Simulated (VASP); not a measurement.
**NaCl: single point with PBEsol**

Crystal: NaCl.

```
Na Cl
1.0
     2.80162    0.00000    0.00000
     0.00000    2.80162    0.00000
     0.00000    0.00000    2.80162
Na Cl
1 1
Direct
  0.00000 0.00000 0.00000
  0.50000 0.50000 0.50000
```

* Program: VASP 6.6.1
* Task: single point
* Functional: PBEsol
* Potentials or basis: VASP PAW PBE potentials, release 64 (Na_pv, Cl)
* Cutoff: 520 eV
* k mesh: 9 × 9 × 9
* Occupations: fermi-dirac, width 0.03 eV
* Spin: no spin polarisation
* Dipole correction: no
* Further INCAR settings: ALGO = Normal; EDIFF = 1e-06; NBANDS = 14

| Item | Value |
| --- | --- |
| Pressure | 77.0 GPa |
| Band gap on the k mesh | 4.31 eV |

Levels at points of the mesh, in eV from the valence-band top:
```
           k point  band 4  band 5  band 6  band 7  band 8  band 9  band 10  band 11
(0.00, 0.00, 0.00)  -17.53   -1.33   -1.33   -1.33    6.18    6.18     7.82    18.06
```

It took 6.8 s on 1 thread of Intel Xeon 8259CL, with other jobs on the host, peak memory 0.14 GiB.

Caveat: the cell stands under pressure; the PAW data sets were made with another functional, which shifts forces and pressure a little; an odd mesh through Γ misses points on the zone boundary, where band edges can lie.
